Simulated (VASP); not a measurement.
# CdS (P3m1) in VASP: a series of runs

Aim: see how the results for CdS move with the level of theory and the settings. Levels: PBEsol, LDA, PBE. Tasks: vibrations by perturbation theory, dielectric tensor.

All numbers are computed with VASP 6.6.1; they aren't measurements. Logs are shortened: lines on timing, memory, paths and dates and some standing lists are left out, and cuts for length are marked.

**1. The cell of the first run**

Symmetry: P3m1, No. 156, trigonal system. The conventional cell has a = 4.261 Å, b = 4.261 Å, c = 5.804 Å, α = 90.00°, β = 90.00°, γ = 120.00°. Cd (site symmetry 3m) has 3 S at 2.46 Å within 3.2 Å. S (site symmetry 3m) has 3 Cd at 2.46 Å within 3.2 Å.

**2. Vibrations by perturbation theory, PBEsol**

Input file INCAR:

```
SYSTEM = CdS
ALGO = Normal ; EDIFF = 1E-8
ENCUT = 630 ; GGA = PS
GGA_COMPAT = .False. ; IBRION = 8
ISIF = 2 ; ISMEAR = 0
LASPH = .True. ; LCHARG = .False.
LEPSILON = .True. ; LREAL = .False.
LWAVE = .False. ; NELM = 120
NSW = 1 ; PREC = Accurate
SIGMA = 0.01
```

Input file KPOINTS:

```
k-points
0
Gamma
  5 5 4
  0 0 0
```

Input file POSCAR:

```
CdS
1.0
    4.2611695877      0.0000000000      0.0000000000
   -2.1305847939      3.6902811128      0.0000000000
    0.0000000000      0.0000000000      5.8041729400
Cd S
1 1
Direct
    0.0000000000      0.0000000000      0.4426919200
    0.6666666667      0.3333333333      0.4343080800
```

Potentials or basis: VASP PAW PBE potentials, release 64 (Cd_sv_GW, S).

Launch:

```
$ cat potpaw_PBE.64/Cd_sv_GW/POTCAR potpaw_PBE.64/S/POTCAR > POTCAR
$ mpirun -np 1 vasp_std > vasp.out
```

OUTCAR:

```text
SYSTEM = CdS
   EDIFF = 1E-8
   ENCUT = 630
   GGA = PS
   IBRION = 8
   ISIF = 2
   ISMEAR = 0
   LASPH = .True.
   LEPSILON = .True.
   LREAL = .False.
   NELM = 120
   NSW = 1
   PREC = Accurate

 ion  position               nearest neighbor table
   1  0.000  0.000  0.443-   2 2.46   2 2.46   2 2.46
   2  0.667  0.333  0.434-   1 2.46   1 2.46   1 2.46

  LATTYP: Found a hexagonal cell.
 ALAT       =     4.2611695877
 C/A-ratio  =     1.3621079426

  Lattice vectors:

 A1 = (   4.2611695877,   0.0000000000,   0.0000000000)
 A2 = (  -2.1305847939,   3.6902811128,   0.0000000000)
 A3 = (   0.0000000000,   0.0000000000,   5.8041729400)

Analysis of symmetry for initial positions (statically):
=====================================================================
 Subroutine PRICEL returns:
 Original cell was already a primitive cell.

 Routine SETGRP: Setting up the symmetry group for a
 hexagonal supercell.

 Subroutine GETGRP returns: Found  6 space group operations
 (whereof  6 operations were pure point group operations)
 out of a pool of 24 trial point group operations.

The static configuration has the point symmetry C_3v.

Analysis of symmetry for dynamics (positions and initial velocities):
=====================================================================
 Subroutine PRICEL returns:
 Original cell was already a primitive cell.

 Routine SETGRP: Setting up the symmetry group for a
 hexagonal supercell.

 Subroutine GETGRP returns: Found  6 space group operations
 (whereof  6 operations were pure point group operations)
 out of a pool of 24 trial point group operations.

The dynamic configuration has the point symmetry C_3v.

 Subroutine INISYM returns: Found  6 space group operations
 (whereof  6 operations are pure point group operations),
 and found     1 'primitive' translations

----------------------------------------------------------------------------------------

                                     Primitive cell

  volume of cell :      91.2701

  direct lattice vectors                    reciprocal lattice vectors
     4.261169588  0.000000000  0.000000000     0.234677353  0.135491033  0.000000000
    -2.130584794  3.690281113  0.000000000     0.000000000  0.270982066  0.000000000
     0.000000000  0.000000000  5.804172940     0.000000000  0.000000000  0.172289835

  length of vectors
     4.261169588  4.261169588  5.804172940     0.270982066  0.270982066  0.172289835

  position of ions in fractional coordinates (direct lattice)
     0.000000000  0.000000000  0.442691920
     0.666666667  0.333333333  0.434308080

  ion indices of the primitive-cell ions
   primitive index   ion index
                 1           1
                 2           2

----------------------------------------------------------------------------------------

[... 496 lines left out ...]

--------------------------------------- Ionic step        2  -------------------------------------------

------------------------ aborting loop because EDIFF is reached ----------------------------------------

--------------------------------------- Ionic step        3  -------------------------------------------

------------------------ aborting loop because EDIFF is reached ----------------------------------------

 PIEZOELECTRIC TENSOR FIELD DIRECTION 3  (e Angst)
 -----------------------------------------------------------------------------
     0.00564 -0.00000  0.00000           (  0.00002 -0.00000  0.00000)
    -0.00000  0.00564 -0.00000           ( -0.00000  0.00002 -0.00000)
    -0.00000  0.00000 -0.01019           (  0.00000 -0.00000  0.00480)

 PIEZOELECTRIC TENSOR FIELD DIRECTION 3  (C/m^2)
 -----------------------------------------------------------------------------
     0.00099 -0.00000  0.00000
    -0.00000  0.00099 -0.00000
    -0.00000  0.00000 -0.00179

--------------------------------------- Ionic step        4  -------------------------------------------

------------------------ aborting loop because EDIFF is reached ----------------------------------------

[... ionic steps 5 to 5 ...]

--------------------------------------- Ionic step        6  -------------------------------------------

------------------------ aborting loop because EDIFF is reached ----------------------------------------

--------------------------------------- Ionic step        7  -------------------------------------------

------------------------ aborting loop because EDIFF is reached ----------------------------------------

[... ionic steps 8 to 8 ...]

--------------------------------------- Ionic step        9  -------------------------------------------

 Free energy of the ion-electron system (eV)
  ---------------------------------------------------
  ---------------------------------------------------
  free energy    TOTEN  =        -0.11842126 eV

  energy without entropy =       -0.11842126

------------------------ aborting loop because EDIFF is reached ----------------------------------------

 INTERNAL STRAIN TENSOR  FOR ION    2  DIRECTION 3   (eV/Angst):
 -----------------------------------------------------------------------------
     0.31303 -0.00000 -0.00000
    -0.00000  0.31303  0.00000
     0.00000 -0.00000  0.06714

 MACROSCOPIC STATIC DIELECTRIC TENSOR (including local field effects in DFT)
 ------------------------------------------------------
           7.582316    -0.000000     0.000000
          -0.000000     7.582316    -0.000000
           0.000000    -0.000000     1.852276
 ------------------------------------------------------

 PIEZOELECTRIC TENSOR (including local field effects)  for field in x, y, z        (e  Angst)
          XX          YY          ZZ          XY          YZ          ZX
  --------------------------------------------------------------------------------
  x     0.00000    -0.00000     0.00000    -2.42549    -0.00000     0.12437
  y    -2.42549     2.42549     0.00000    -0.00000     0.12438    -0.00000
  z     0.00564     0.00564    -0.01019    -0.00000     0.00000     0.00000

 PIEZOELECTRIC TENSOR (including local field effects)  for field in x, y, z        (C/m^2)
          XX          YY          ZZ          XY          YZ          ZX
  --------------------------------------------------------------------------------
  x     0.00000    -0.00000     0.00000    -0.42578    -0.00000     0.02183
  y    -0.42578     0.42578     0.00000    -0.00000     0.02183    -0.00000
  z     0.00099     0.00099    -0.00179    -0.00000     0.00000     0.00000

 BORN EFFECTIVE CHARGES (including local field effects) (in |e|, cummulative output)
 ---------------------------------------------------------------------------------
 ion    1
    1     3.11539    -0.00000     0.00000
    2    -0.00000     3.11539     0.00000
    3     0.00000     0.00000     0.44066
 ion    2
    1    -3.11539     0.00000    -0.00000
    2     0.00000    -3.11539     0.00000
    3     0.00000     0.00000    -0.44066

 INTERNAL STRAIN TENSOR FOR ION    2 for displacements in x,y,z  (eV/Angst):
          X           Y           Z          XY          YZ          ZX
  --------------------------------------------------------------------------------
  x     0.00000    -0.00000    -0.00000    -7.06279    -0.00000     0.39607
  y    -7.06279     7.06279     0.00000    -0.00000     0.30461    -0.00000
  z     0.31303     0.31303     0.06714    -0.00000     0.00000     0.00000

 SECOND DERIVATIVES (NOT SYMMETRIZED)
 ------------------------------------
               1X          1Y          1Z          2X          2Y          2Z
  1X    -6.714944    0.000000    0.000000    6.714944   -0.000000    0.000000
  1Y     0.000000   -6.714944    0.000000   -0.000000    6.714944   -0.000000
  1Z     0.000000   -0.000000   -0.392155   -0.000000    0.000000    0.392155
  2X     6.949828   -0.000000   -0.000000   -6.949828    0.000000    0.000000
  2Y    -0.000000    6.949828    0.000000    0.000000   -6.949828    0.000000
  2Z     0.000000   -0.000000    0.340605   -0.000000    0.000000   -0.340605

 Eigenvectors and eigenvalues of the dynamical matrix
 ----------------------------------------------------

   1 f  =    8.220272 THz    51.649492 2PiTHz  274.198760 cm-1    33.996298 meV
             X         Y         Z           dx          dy          dz
      0.000000  0.000000  2.569460     0.266840   -0.380644    0.000000
      2.130585  1.230094  2.520799    -0.508232    0.724987   -0.000000
[... 21 lines left out ...]
   6 f/i=    0.058158 THz     0.365419 2PiTHz    1.939950 cm-1     0.240523 meV
             X         Y         Z           dx          dy          dz
      0.000000  0.000000  2.569460    -0.472113    0.749010   -0.000000
      2.130585  1.230094  2.520799    -0.247876    0.393257   -0.000000

--------------------------------------------------------------------------------------------------------

 MACROSCOPIC STATIC DIELECTRIC TENSOR IONIC CONTRIBUTION
 ------------------------------------------------------
           2.815962    -0.000000    -0.000000
          -0.000000     2.815962    -0.000000
          -0.000000    -0.000000     1.048198
 ------------------------------------------------------

 ELASTIC MODULI CONTR FROM IONIC RELAXATION (kBar)
 Direction    XX          YY          ZZ          XY          YZ          ZX
 --------------------------------------------------------------------------------
 XX        -142.4853    133.1072     -0.9234      0.0000      6.6185     -0.0000
 YY         133.1072   -142.4853     -0.9234      0.0000     -6.6185      0.0000
 ZZ          -0.9234     -0.9234     -0.1818      0.0000      0.0000      0.0000
 XY           0.0000      0.0000      0.0000   -137.7963      0.0000      7.2527
 YZ           6.6185     -6.6185      0.0000      0.0000     -0.3179      0.0000
 ZX          -0.0000      0.0000      0.0000      7.2527      0.0000     -0.3817
 --------------------------------------------------------------------------------

 PIEZOELECTRIC TENSOR IONIC CONTR  for field in x, y, z        (C/m^2)
          XX          YY          ZZ          XY          YZ          ZX
  --------------------------------------------------------------------------------
  x    -0.00000     0.00000     0.00000     0.58614     0.00000    -0.03085
  y     0.58614    -0.58614     0.00000     0.00000    -0.02815     0.00000
  z    -0.06597    -0.06597    -0.01299     0.00000     0.00000     0.00000
```

It took 11 min on 1 thread of Intel Xeon 6975P-C (Granite Rapids), shared host; peak memory 0.51 GiB.

What came out:

- Electronic dielectric tensor (diagonal): 7.58, 7.58, 1.85
- Born charges (mean of the diagonal): Cd +2.22; S -2.22 e
- Highest phonon frequency at Γ, LO-TO splitting left out: 274 cm⁻¹

Phonon frequencies in cm⁻¹ (negative: imaginary):
```tsv
q point	frequencies
(0.000, 0.000, 0.000)	-2 -2 -2 62 274 274
```

Electronic dielectric tensor:
```
7.58 0.00 0.00
0.00 7.58 0.00
0.00 0.00 1.85
```

Born effective charge tensors (e):
atom 1, Cd
```
3.12 0.00 0.00
0.00 3.12 0.00
0.00 0.00 0.44
```
atom 2, S
```
-3.12  0.00  0.00
 0.00 -3.12  0.00
 0.00  0.00 -0.44
```

Caveat: the cell stands under pressure or tension, which shifts response properties.

**3. Dielectric tensor, LDA**

Input file INCAR:

```
PREC     = Accurate       # precision mode
ENCUT    = 470            # plane-wave cutoff, eV
EDIFF    = 1E-8           # SCF threshold, eV
ISMEAR   = 0              # smearing method
SIGMA    = 0.01           # smearing width, eV
LREAL    = False          # projectors in reciprocal space
LASPH    = True           # aspherical terms in the spheres
NELM     = 120            # most SCF steps
ALGO     = Normal         # electronic algorithm
ISIF     = 2              # what is computed and relaxed
LWAVE    = False          # write WAVECAR
LCHARG   = False          # write CHGCAR
LEPSILON = True           # dielectric tensor by DFPT
GGA_COMPAT= False
```

Input file KPOINTS:

```
regular mesh
0
Gamma
  7 7 5
```

POSCAR is that of step 2.

Potentials or basis: VASP PAW LDA potentials, release 64 (Cd_sv_GW, S).

Launch:

```
$ cat potpaw_LDA.64/Cd_sv_GW/POTCAR potpaw_LDA.64/S/POTCAR > POTCAR
$ mpirun -np 1 vasp_std > vasp.out
```

OUTCAR:

```text
PREC = Accurate
   ENCUT = 470
   EDIFF = 1E-8
   ISMEAR = 0
   LREAL = False
   LASPH = True
   NELM = 120
   ISIF = 2
   LEPSILON = True

 ion  position               nearest neighbor table
   1  0.000  0.000  0.443-   2 2.46   2 2.46   2 2.46
   2  0.667  0.333  0.434-   1 2.46   1 2.46   1 2.46

  LATTYP: Found a hexagonal cell.
 ALAT       =     4.2611695877
 C/A-ratio  =     1.3621079426

  Lattice vectors:

 A1 = (   4.2611695877,   0.0000000000,   0.0000000000)
 A2 = (  -2.1305847939,   3.6902811128,   0.0000000000)
 A3 = (   0.0000000000,   0.0000000000,   5.8041729400)

Analysis of symmetry for initial positions (statically):
[... 726 lines left out ...]
     0.00088 -0.00000 -0.00000
    -0.00000  0.00088  0.00000
     0.00000  0.00000 -0.00191

 MACROSCOPIC STATIC DIELECTRIC TENSOR (including local field effects in DFT)
 ------------------------------------------------------
           6.633496    -0.000000    -0.000000
          -0.000000     6.633496     0.000000
           0.000000     0.000000     1.864961
 ------------------------------------------------------

 PIEZOELECTRIC TENSOR (including local field effects)  for field in x, y, z        (e  Angst)
          XX          YY          ZZ          XY          YZ          ZX
  --------------------------------------------------------------------------------
  x     0.00000    -0.00000     0.00000    -2.22153    -0.00000     0.11509
  y    -2.22153     2.22153     0.00000    -0.00000     0.11506    -0.00000
  z     0.00500     0.00500    -0.01090    -0.00000     0.00000     0.00000

 PIEZOELECTRIC TENSOR (including local field effects)  for field in x, y, z        (C/m^2)
          XX          YY          ZZ          XY          YZ          ZX
  --------------------------------------------------------------------------------
  x     0.00000    -0.00000     0.00000    -0.38997    -0.00000     0.02020
  y    -0.38997     0.38997     0.00000    -0.00000     0.02020    -0.00000
  z     0.00088     0.00088    -0.00191    -0.00000     0.00000     0.00000

 BORN EFFECTIVE CHARGES (including local field effects) (in |e|, cummulative output)
 ---------------------------------------------------------------------------------
 ion    1
    1     2.88384    -0.00000     0.00000
    2    -0.00000     2.88384     0.00000
    3     0.00000     0.00000     0.43780
 ion    2
    1    -2.88384     0.00000    -0.00000
    2     0.00000    -2.88384     0.00000
    3    -0.00000     0.00000    -0.43780
```

stdout:

```text
POSCAR found type information on POSCAR CdS
 POSCAR found :  2 types and       2 ions
 scaLAPACK will be used
 LDA part: xc-table for (Slater(with rela. corr.)+CA(PZ))
 , standard interpolation
 POSCAR, INCAR and KPOINTS ok, starting setup
 FFT: planning ... GRIDC
 FFT: planning ... GRID_SOFT
 FFT: planning ... GRID
 WAVECAR not read
 entering main loop
 Linear response reoptimize wavefunctions to high precision
 Linear response G [H, r] |phi>, progress :
  Direction:   1
 Linear response G [H, r] |phi>, progress :
  Direction:   2
 Linear response G [H, r] |phi>, progress :
  Direction:   3
 Linear response to external field (no local field effect), progress :
  Direction:   1
 dielectric tensor                  component  1 :     7.086    -0.962    -0.013
 Linear response to external field (no local field effect), progress :
  Direction:   2
 dielectric tensor                  component  2 :    -0.961     6.695    -0.071
 Linear response to external field (no local field effect), progress :
  Direction:   3
 dielectric tensor                  component  3 :    -0.013    -0.071     2.540
 Linear response to external field, progress :
  Direction:   1
 dielectric tensor                  component  1 :     6.634     0.000    -0.000
 Linear response to external field, progress :
  Direction:   2
 dielectric tensor                  component  2 :    -0.926     6.633     0.000
 Linear response to external field, progress :
  Direction:   3
 dielectric tensor                  component  3 :    -0.017    -0.068     1.865
 Born effective charges drift removed
```

It took 9 min on 1 thread of Intel Xeon 6975P-C (Granite Rapids), shared host; peak memory 0.49 GiB.

What came out:

- Band gap on the k mesh: 1.28 eV
- Electronic dielectric tensor (diagonal): 6.63, 6.63, 1.86
- Born charges (mean of the diagonal): Cd +2.07; S -2.07 e

Levels at points of the mesh, in eV from the valence-band top:
| k point | band 11 | band 12 | band 13 | band 14 | band 15 | band 16 |
| --- | --- | --- | --- | --- | --- | --- |
| (0.00, 0.00, 0.00) | -1.05 | 0.00 | 0.00 | 1.28 | 5.49 | 6.79 |

Electronic dielectric tensor:
```
6.63 0.00 0.00
0.00 6.63 0.00
0.00 0.00 1.86
```

Born effective charge tensors (e):
atom 1, Cd
```
2.88 0.00 0.00
0.00 2.88 0.00
0.00 0.00 0.44
```
atom 2, S
```
-2.88  0.00  0.00
 0.00 -2.88  0.00
 0.00  0.00 -0.44
```

(Part 1 of 3 ends here.)
